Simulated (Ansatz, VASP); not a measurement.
# MoS2 in VASP and in Ansatz

```
Mo S
1.0
     3.16900    0.00000    0.00000
    -1.58450    2.74443    0.00000
     0.00000    0.00000   12.32400
Mo S
2 4
Direct
  0.66667 0.33333 0.75811
  0.33333 0.66667 0.25000
  0.66667 0.33333 0.37700
  0.33333 0.66667 0.87700
  0.66667 0.33333 0.12300
  0.33333 0.66667 0.62300
```

Alike in both runs: task single point; functional PBE; k mesh 11 × 11 × 3; occupations gaussian, width 0.02 eV; no spin polarisation.

```csv
,VASP,Ansatz
version,VASP 6.6.1,Ansatz 0.2.0
potentials or method,"VASP PAW PBE potentials, release 64 (Mo_sv, S), cutoff 520 eV","scalar-relativistic, plane waves, PAW"
valence electrons in the cell,52,52
```

Ansatz gave:

```
pressure (GPa)                                                : 2.4
traceless stress, the component that is largest in VASP (GPa) : 0.18
rms of the force components (eV/Å)                            : 0.857
```

Question: Estimate VASP's values.

Answer: Pressure (GPa): 2.3; traceless stress, the component that is largest in VASP (GPa): 0.14; rms of the force components (eV/Å): 0.856.

Atom by atom the forces differ by 0.006 eV/Å (rms over components). With one functional, cell and mesh, what is left measures potentials, basis and numerics. Ansatz's warnings: stress scf threshold loose.
